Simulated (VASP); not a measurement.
# In in VASP: notebook

The runs below take In through single point, with PBE.

All numbers are computed with VASP 6.6.1; they aren't measurements. Logs are shortened: lines on timing, memory, paths and dates and some standing lists are left out, and cuts for length are marked.

### 1 The cell of the first run

The cell holds a slab with vacuum, 5 atoms: a = 3.378 Å, b = 3.378 Å, c = 29.199 Å, α = 90.00°, β = 90.00°, γ = 85.82°.

### 2 Single point, PBE

Contents of INCAR:

```
SYSTEM = In
PREC     = Accurate       ! precision mode
ENCUT    = 400            ! plane-wave cutoff, eV
EDIFF    = 1E-6           ! SCF threshold, eV
ISMEAR   = 0              ! smearing method
SIGMA    = 0.1            ! smearing width, eV
LREAL    = .FALSE.        ! projectors in reciprocal space
LASPH    = .TRUE.         ! aspherical terms in the spheres
NELM     = 120            ! most SCF steps
ALGO     = Normal         ! electronic algorithm
ISIF     = 2              ! what is computed and relaxed
LWAVE    = .FALSE.        ! write WAVECAR
LCHARG   = .FALSE.        ! write CHGCAR
LDIPOL   = .TRUE.       
IDIPOL   = 3            
DIPOL    = 0.5 0.5 0.504
GGA      = PE             ! functional
NBANDS   = 40             ! bands
GGA_COMPAT= .FALSE.      
NELMDL   = -8
```

Contents of KPOINTS:

```
Automatic mesh
0
G
  8 8 1
  0 0 0
```

Contents of POSCAR:

```
In
1.0
    3.3777442506      0.0000000000      0.0000000000
    0.2462297000      3.3687575094      0.0000000000
    0.0000000000      0.0000000000     29.1988937220
In
5
Direct
    0.5000000000      0.5000000000      0.3424787287
    0.0000000000      0.0000000000      0.4212393690
    0.5000000000      0.5000000000      0.5032784724
    0.0000000000      0.0000000000      0.5856398780
    0.5000000000      0.5000000000      0.6675351757
```

Potentials or basis: VASP PAW PBE potentials, release 64 (In_d).

Run with:

```sh
> cat potpaw_PBE.64/In_d/POTCAR > POTCAR
> mpirun -np 1 vasp_std > vasp.out
```

OUTCAR:

```text
SYSTEM = In
   PREC = Accurate
   ENCUT = 400
   EDIFF = 1E-6
   ISMEAR = 0
   LREAL = .FALSE.
   LASPH = .TRUE.
   NELM = 120
   ISIF = 2
   GGA = PE
   NELMDL = -8

 ion  position               nearest neighbor table
   1  0.500  0.500  0.342-   2 3.25   2 3.25   2 3.38   2 3.38
   2  0.000  0.000  0.421-   1 3.25   1 3.25   3 3.32   3 3.32   1 3.38   1 3.38   3 3.44   3 3.44

   3  0.500  0.500  0.503-   2 3.32   2 3.32   4 3.33   4 3.33   2 3.44   2 3.44   4 3.45   4 3.45

   4  0.000  0.000  0.586-   5 3.32   5 3.32   3 3.33   3 3.33   5 3.44   5 3.44   3 3.45   3 3.45

   5  0.500  0.500  0.668-   4 3.32   4 3.32   4 3.44   4 3.44

  LATTYP: Found a base centered orthorhombic cell.
 ALAT       =     4.5994467643
 B/A-ratio  =     1.0757598137
 C/A-ratio  =     6.3483490990

  Lattice vectors:

 A1 = (  -0.2462297000,  -3.3687575094,   0.0000000000)
 A2 = (   3.3777442506,   0.0000000000,   0.0000000000)
 A3 = (   0.0000000000,   0.0000000000,  29.1988937220)

Analysis of symmetry for initial positions (statically):
=====================================================================
 Subroutine PRICEL returns:
 Original cell was already a primitive cell.

 Routine SETGRP: Setting up the symmetry group for a
 base centered orthorhombic supercell.

 Subroutine GETGRP returns: Found  4 space group operations
 (whereof  4 operations were pure point group operations)
 out of a pool of  8 trial point group operations.

The static configuration has the point symmetry C_2v.

Analysis of symmetry for dynamics (positions and initial velocities):
=====================================================================
 Subroutine PRICEL returns:
 Original cell was already a primitive cell.

 Routine SETGRP: Setting up the symmetry group for a
 base centered orthorhombic supercell.

 Subroutine GETGRP returns: Found  4 space group operations
 (whereof  4 operations were pure point group operations)
 out of a pool of  8 trial point group operations.

The dynamic configuration has the point symmetry C_2v.

 Subroutine INISYM returns: Found  4 space group operations
 (whereof  4 operations are pure point group operations),
 and found     1 'primitive' translations

----------------------------------------------------------------------------------------

                                     Primitive cell

  volume of cell :     332.2484

  direct lattice vectors                    reciprocal lattice vectors
     3.377744251  0.000000000  0.000000000     0.296055570 -0.021639336  0.000000000
     0.246229700  3.368757509  0.000000000     0.000000000  0.296845349  0.000000000
     0.000000000  0.000000000 29.198893722     0.000000000  0.000000000  0.034247873

  length of vectors
     3.377744251  3.377744251 29.198893722     0.296845349  0.296845349  0.034247873

  position of ions in fractional coordinates (direct lattice)
     0.500000000  0.500000000  0.342478729
     0.000000000  0.000000000  0.421239369
     0.500000000  0.500000000  0.503278472
     0.000000000  0.000000000  0.585639878
     0.500000000  0.500000000  0.667535176

  ion indices of the primitive-cell ions
   primitive index   ion index
                 1           1
                 2           2
                 3           3
                 4           4
                 5           5

----------------------------------------------------------------------------------------

 KPOINTS: Automatic mesh

Automatic generation of k-mesh.
 Grid dimensions read from file:
 generate k-points for:    8    8    1

 Generating k-lattice:

  Cartesian coordinates                     Fractional coordinates (reciprocal lattice)
     0.037006946 -0.002704917  0.000000000     0.125000000  0.000000000  0.000000000
     0.000000000  0.037105669  0.000000000     0.000000000  0.125000000  0.000000000
     0.000000000  0.000000000  0.034247873     0.000000000  0.000000000  1.000000000

  Length of vectors
     0.037105669  0.037105669  0.034247873

  Shift w.r.t. Gamma in fractional coordinates (k-lattice)
     0.000000000  0.000000000  0.000000000

 Subroutine IBZKPT returns following result:
 ===========================================

 Found     21 irreducible k-points:

 Following reciprocal coordinates:
            Coordinates               Weight
  0.000000  0.000000  0.000000      1.000000
  0.125000  0.000000  0.000000      4.000000
  0.250000  0.000000  0.000000      4.000000
  0.375000  0.000000  0.000000      4.000000
  0.500000  0.000000  0.000000      2.000000
  0.125000  0.125000  0.000000      2.000000
[... 13 lines left out ...]
 -0.375000  0.375000  0.000000      2.000000
  0.500000  0.500000  0.000000      1.000000
   k-points           NKPTS =     21   k-points in BZ     NKDIM =     21   number of bands    NBANDS=     40
   number of dos      NEDOS =    301   number of ions     NIONS =      5
   total plane-waves  NPLWV = 110592
   dimension x,y,z NGX =    24 NGY =   24 NGZ =  192
   dimension x,y,z NGXF=    48 NGYF=   48 NGZF=  384
   ions per type =               5
   NGX,Y,Z   is equivalent  to a cutoff of  11.81, 11.81, 10.93 a.u.
   NGXF,Y,Z  is equivalent  to a cutoff of  23.62, 23.62, 21.86 a.u.
 SYSTEM =  In
   PREC   = accura    normal or accurate (medium, high low for compatibility)
   ISTART =      0    job   : 0-new  1-cont  2-samecut
   ICHARG =      2    charge: 1-file 2-atom 10-const
   ISPIN  =      1    spin polarized calculation?
   LNONCOLLINEAR =      F non collinear calculations
   LSORBIT =      F    spin-orbit coupling
   LASPH  =      T    aspherical Exc in radial PAW
   ENCUT  =  400.0 eV  29.40 Ry    5.42 a.u.   5.51  5.51 47.62*2*pi/ulx,y,z
   NELM   =    120;   NELMIN=  2; NELMDL= -8     # of ELM steps
   EDIFF  = 0.1E-05   stopping-criterion for ELM
   LREAL  =      F    real-space projection
   EDIFFG = 0.1E-04   stopping-criterion for IOM
   NSW    =      0    number of steps for IOM
   IBRION =     -1    ionic relax: 0-MD 1-quasi-New 2-CG
   NFREE  =      0    steps in history (QN), initial steepest desc. (CG)
   ISIF   =      2    stress and relaxation
   ISYM   =      2    0-nonsym 1-usesym 2-fastsym
   POTIM  = 0.5000    time-step for ionic-motion
   TEBEG  =    0.0;   TEEND  =   0.0 temperature during run
   PSTRESS=    0.0 pullay stress
   NELECT =      65.0000    total number of electrons
   NUPDOWN=      -1.0000    fix difference up-down
   EMIN   =  10.00;   EMAX   =-10.00  energy-range for DOS
   EFERMI =   0.00;   METHOD = LEGACY
   ISMEAR =     0;   SIGMA  =   0.10  broadening in eV -4-tet -1-fermi 0-gaus
   EFERMI_NEDOS =   21; number of points for ismear=-14 and -15
   IALGO  =     38    algorithm
   IMIX   =      4    mixing-type and parameters
     AMIX     =   0.40;   BMIX     =  1.00
     AMIX_MAG =   1.60;   BMIX_MAG =  1.00
  volume/ion in A,a.u.               =      66.45       448.42
  Fermi-wavevector in a.u.,A,eV,Ry     =   0.950368  1.795934 12.288764  0.903199
  Thomas-Fermi vector in A             =   2.078738
   LORBIT       =      0    0 simple, 1 ext, 2 COOP (PROOUT), +10 PAW based schemes
   GGA     = PE    functional components
   LHFCALC =     F    Hartree Fock is set to
   AEXX    =    0.0000 exact exchange contribution
   IVDW    =     0    specifies the selected vdW correction
   LEPSILON=     F    determine dielectric tensor
   LRPA    =     F    only Hartree local field effects (RPA)
 non-spin polarized calculation
 Gauss-broadening in eV      SIGMA  =   0.10
  energy-cutoff  :      400.00
  volume of cell :      332.25
 maximum number of plane-waves:      6089
 NGX is ok and might be reduce to    24
   NGX = 11   NGY = 11   NGZ = 95

 dipolmoment           0.000000      0.000000      0.140327 electrons x Angstroem

 number of electron      65.0000044 magnetization

 dipolmoment           0.000000      0.000000     -0.004523 electrons x Angstroem

 Free energy of the ion-electron system (eV)
  ---------------------------------------------------
  ext. energy  EPLUGINS =         0.00000000
  ---------------------------------------------------
  free energy    TOTEN  =       -12.30357268 eV

  energy without entropy =      -12.29223407  energy(sigma->0) =      -12.29790337

 E-fermi :   0.6149     XC(G=0):  -4.6780

 val. band max:        0.5957986865   @ k =   0.3750   0.2500   0.0000
 cond. band min:       0.6321061889   @ k =  -0.2500   0.2500   0.0000
 fundamental gap:      0.0363075024
 Fermi energy:         0.6149333086

 k-point     1 :       0.0000    0.0000    0.0000
  band No.  band energies     occupation
      1     -14.1470      2.00000
      2     -14.1211      2.00000
      3     -14.0672      2.00000
      4     -14.0482      2.00000
      5     -14.0321      2.00000
      6     -14.0144      2.00000
[... 32 lines left out ...]
     39       5.4361      0.00000
     40       5.7951      0.00000

 k-point     2 :       0.1250    0.0000    0.0000
  band No.  band energies     occupation
      1     -14.1188      2.00000
      2     -14.0955      2.00000
      3     -14.0437      2.00000
      4     -14.0281      2.00000
      5     -14.0149      2.00000
      6     -14.0021      2.00000
[... 32 lines left out ...]
     39       5.1630      0.00000
     40       5.2039      0.00000

 k-point     3 :       0.2500    0.0000    0.0000
  band No.  band energies     occupation
      1     -14.0718      2.00000
      2     -14.0541      2.00000
      3     -14.0099      2.00000
      4     -13.9971      2.00000
      5     -13.9877      2.00000
      6     -13.9815      2.00000
[... 724 lines left out ...]
  band No.  band energies     occupation
      1     -14.0973      2.00000
      2     -14.0933      2.00000
      3     -14.0679      2.00000
      4     -14.0385      2.00000
      5     -14.0210      2.00000
      6     -14.0101      2.00000
[... 32 lines left out ...]
     39       2.9278      0.00000
     40       3.5885      0.00000

 k-point    21 :       0.5000    0.5000    0.0000
  band No.  band energies     occupation
      1     -14.1534      2.00000
      2     -14.1220      2.00000
      3     -14.0775      2.00000
      4     -14.0717      2.00000
      5     -14.0588      2.00000
      6     -14.0422      2.00000
[... 32 lines left out ...]
     39       2.5984      0.00000
     40       2.7148      0.00000

------------------------ aborting loop because EDIFF is reached ----------------------------------------

 vacuum level on the upper side and lower side of the slab       (xc-potential included)        -0.230        -0.161

  FORCE on cell =-STRESS in cart. coord.  units (eV):
  Direction    XX          YY          ZZ          XY          YZ          ZX
  --------------------------------------------------------------------------------------
  -------------------------------------------------------------------------------------
  Total       -1.1744902     -1.1629235      0.2188706     -0.0791242      0.0000000      0.0000000
  in kB       -5.6636587     -5.6078814      1.0554436     -0.3815550      0.0000000      0.0000000
  external PRESSURE =      -3.4053655 kB  Pullay stress =       0.0000000 kB

 VOLUME and BASIS-vectors are now :
 -----------------------------------------------------------------------------
  energy-cutoff  :      400.00
  volume of cell :      332.25
      direct lattice vectors                 reciprocal lattice vectors
     3.377744251  0.000000000  0.000000000     0.296055570 -0.021639336  0.000000000
     0.246229700  3.368757509  0.000000000     0.000000000  0.296845349  0.000000000
     0.000000000  0.000000000 29.198893722     0.000000000  0.000000000  0.034247873

 POSITION                                       TOTAL-FORCE (eV/Angst)
 -----------------------------------------------------------------------------------
      1.81199      1.68438     10.00000         0.000000      0.000000     -0.141297
      0.00000      0.00000     12.29972         0.000000      0.000000      0.147369
      1.81199      1.68438     14.69517         0.000000      0.000000      0.002102
      0.00000      0.00000     17.10004        -0.000000      0.000000     -0.008942
      1.81199      1.68438     19.49129        -0.000000      0.000000      0.000768
 -----------------------------------------------------------------------------------
    total drift:                                0.000000      0.000000      0.000843

  FREE ENERGIE OF THE ION-ELECTRON SYSTEM (eV)
  ---------------------------------------------------
  free  energy   TOTEN  =       -12.3035726758 eV

  energy  without entropy=      -12.2922340662  energy(sigma->0) =      -12.29790337

 vacuum level on the upper side and lower side of the slab         4.330         4.400
```

Run time: 11 min. Hardware: 1 thread of AMD EPYC 7R13, shared host; peak memory 0.39 GiB.

Results:

```
Free energy            : -12.3036 eV
Largest force          : 0.147 eV/Å
Band gap on the k mesh : zero (an odd number of electrons rules out a gap without spin polarisation)
```

Forces in eV/Å, atoms in the order of the input:
```
In   0.000  0.000 -0.141
In   0.000  0.000  0.147
In   0.000  0.000  0.002
In   0.000  0.000 -0.009
In   0.000  0.000  0.001
```

Levels at points of the mesh, in eV from the Fermi level:
```
           k point  band 31  band 32  band 33  band 34  band 35  band 36
(0.00, 0.00, 0.00)    -1.41     0.91     2.89     3.62     4.07     4.26
(0.50, 0.00, 0.00)    -2.80    -2.03    -1.37    -0.32     0.55     1.96
(0.50, 0.50, 0.00)    -1.45    -1.44    -1.39    -0.71    -0.21     0.55
```

Caveat: spin-orbit coupling is left out, which moves the levels of the heavy elements.

(Part 1 of 2 ends here.)
